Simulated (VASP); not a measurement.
# Sb (Im-3m) in VASP: notebook, part 2 of 2

VASP 6.6.1.

## (5) Single point, LDA (volume scaled by 0.68)

File INCAR:

```
SYSTEM = Sb
ALGO     = Normal         ! electronic algorithm
EDIFF    = 1E-6           ! SCF threshold, eV
ENCUT    = 500            ! plane-wave cutoff, eV
GGA_COMPAT= .FALSE.      
ISIF     = 2              ! what is computed and relaxed
ISMEAR   = -1             ! smearing method
LASPH    = .TRUE.         ! aspherical terms in the spheres
LCHARG   = .TRUE.         ! write CHGCAR
LELF     = .TRUE.         ! ELF
LREAL    = .FALSE.        ! projectors in reciprocal space
LVHAR    = .TRUE.       
LWAVE    = .FALSE.        ! write WAVECAR
NBANDS   = 8              ! bands
NELM     = 120            ! most SCF steps
PREC     = Accurate       ! precision mode
SIGMA    = 0.08           ! smearing width, eV
```

File KPOINTS:

```
k-points
0
G
  14 14 14
  0 0 0
```

File POSCAR:

```
Sb
1.0
   -1.6298742622      1.6298742622      1.6298742622
    1.6298742622     -1.6298742622      1.6298742622
    1.6298742622      1.6298742622     -1.6298742622
Sb
1
Direct
    0.0000000000      0.0000000000      0.0000000000
```

Potentials or basis: VASP PAW LDA potentials, release 64 (Sb).

Started as:

```
$ cat potpaw_LDA.64/Sb/POTCAR > POTCAR
$ mpirun -np 1 vasp_std > vasp.out
```

OUTCAR:

```text
SYSTEM = Sb
   EDIFF = 1E-6
   ENCUT = 500
   ISIF = 2
   ISMEAR = -1
   LASPH = .TRUE.
   LREAL = .FALSE.
   NELM = 120
   PREC = Accurate

 ion  position               nearest neighbor table
   1  0.000  0.000  0.000-

  LATTYP: Found a body centered cubic cell.
 ALAT       =     3.2597485244

  Lattice vectors:

 A1 = (  -1.6298742622,   1.6298742622,   1.6298742622)
 A2 = (   1.6298742622,  -1.6298742622,   1.6298742622)
 A3 = (   1.6298742622,   1.6298742622,  -1.6298742622)

Analysis of symmetry for initial positions (statically):
=====================================================================
 Subroutine PRICEL returns:
 Original cell was already a primitive cell.

 Routine SETGRP: Setting up the symmetry group for a
 body centered cubic supercell.

 Subroutine GETGRP returns: Found 48 space group operations
 (whereof 48 operations were pure point group operations)
 out of a pool of 48 trial point group operations.

The static configuration has the point symmetry O_h .

Analysis of symmetry for dynamics (positions and initial velocities):
=====================================================================
 Subroutine PRICEL returns:
 Original cell was already a primitive cell.

 Routine SETGRP: Setting up the symmetry group for a
 body centered cubic supercell.

 Subroutine GETGRP returns: Found 48 space group operations
 (whereof 48 operations were pure point group operations)
 out of a pool of 48 trial point group operations.

The dynamic configuration has the point symmetry O_h .

 Subroutine INISYM returns: Found 48 space group operations
 (whereof 48 operations are pure point group operations),
 and found     1 'primitive' translations

----------------------------------------------------------------------------------------

                                     Primitive cell

  volume of cell :      17.3190

  direct lattice vectors                    reciprocal lattice vectors
[... 108 lines left out ...]
  Thomas-Fermi vector in A             =   2.218022
   LORBIT       =      0    0 simple, 1 ext, 2 COOP (PROOUT), +10 PAW based schemes
   GGA     = CA    functional components
   LHFCALC =     F    Hartree Fock is set to
   AEXX    =    0.0000 exact exchange contribution
   IVDW    =     0    specifies the selected vdW correction
   LEPSILON=     F    determine dielectric tensor
   LRPA    =     F    only Hartree local field effects (RPA)
 non-spin polarized calculation
  energy-cutoff  :      500.00
  volume of cell :       17.32
 maximum number of plane-waves:       466
 NGX is ok and might be reduce to    24
   NGX = 11   NGY = 11   NGZ = 11

 number of electron       5.0000000 magnetization

 Free energy of the ion-electron system (eV)
  ---------------------------------------------------
  ext. energy  EPLUGINS =         0.00000000
  ---------------------------------------------------
  free energy    TOTEN  =        -3.40016061 eV

  energy without entropy =       -3.38887974  energy(sigma->0) =       -3.39452017

 E-fermi :  15.6738     XC(G=0): -12.3734

 val. band max:       15.6577441213   @ k =   0.5000   0.5000   0.3571
 cond. band min:      15.6849776134   @ k =  -0.4286   0.5000   0.3571
 fundamental gap:      0.0272334921
 Fermi energy:        15.6738258128

 k-point     1 :       0.0000    0.0000    0.0000
  band No.  band energies     occupation
      1      -1.7490      2.00000
      2      25.3134      0.00000
      3      25.3134      0.00000
      4      25.3134      0.00000
      5      27.3583      0.00000
      6      27.3871      0.00000
      7      27.4583      0.00000
      8      27.4583      0.00000
[... 243 lines left out ...]
 k-point    24 :       0.3571    0.2857   -0.0000
  band No.  band energies     occupation
      1       7.0574      2.00000
      2       8.6738      2.00000
      3      10.5408      2.00000
      4      18.6701      0.00000
      5      26.8571      0.00000
      6      28.2345      0.00000
      7      28.4916      0.00000
      8      32.4873      0.00000

 [... further k-points ...]

------------------------ aborting loop because EDIFF is reached ----------------------------------------

  FORCE on cell =-STRESS in cart. coord.  units (eV):
  Direction    XX          YY          ZZ          XY          YZ          ZX
  --------------------------------------------------------------------------------------
  -------------------------------------------------------------------------------------
  Total        7.5031887      7.5031887      7.5031887      0.0000000      0.0000000      0.0000000
  in kB      694.1193545    694.1193545    694.1193545      0.0000000      0.0000000      0.0000000
  external PRESSURE =     694.1193545 kB  Pullay stress =       0.0000000 kB

 VOLUME and BASIS-vectors are now :
 -----------------------------------------------------------------------------
  energy-cutoff  :      500.00
  volume of cell :       17.32
      direct lattice vectors                 reciprocal lattice vectors
    -1.629874262  1.629874262  1.629874262     0.000000000  0.306772131  0.306772131
     1.629874262 -1.629874262  1.629874262     0.306772131  0.000000000  0.306772131
     1.629874262  1.629874262 -1.629874262     0.306772131  0.306772131  0.000000000

 POSITION                                       TOTAL-FORCE (eV/Angst)
 -----------------------------------------------------------------------------------
      0.00000      0.00000      0.00000         0.000000      0.000000      0.000000
 -----------------------------------------------------------------------------------
    total drift:                                0.000000     -0.000000     -0.000000

  FREE ENERGIE OF THE ION-ELECTRON SYSTEM (eV)
  ---------------------------------------------------
  free  energy   TOTEN  =        -3.4001606069 eV

  energy  without entropy=       -3.3888797409  energy(sigma->0) =       -3.39452017
```

Wall time 5.9 s (1 thread of Intel Xeon Platinum 8559C (Emerald Rapids), shared host); peak memory 0.13 GiB.

Results:

```yaml
Free_energy: -3.4002 eV
Pressure: 69.4 GPa
```

Caveat: spin-orbit coupling is left out, which moves the levels of the heavy elements.

## (6) Summary

| task | cell | cutoff (eV) | gap on the mesh (eV) | pressure (GPa) |
| --- | --- | --- | --- | --- |
| relaxation of cell and atoms | relaxed from a = 3.313 Å, angles 109.5°, 1 atom | 600 | none | 0.0 |
| single point | a = 2.460 Å, angles 109.5°, 1 atom | 500 | none | 379.6 |
| single point | a = 2.582 Å, angles 109.5°, 1 atom | 500 | none | 220.0 |
| single point | a = 2.823 Å, angles 109.5°, 1 atom | 500 | none | 69.4 |

Alike in all rows: level LDA; potentials or basis VASP PAW LDA potentials, release 64 (Sb); no spin polarisation; k mesh 14 × 14 × 14; smearing fermi-dirac 0.08 eV.

Caveats: spin-orbit coupling is left out, which moves the levels of the heavy elements.

Absolute energies hang on the potentials; compare differences alone.
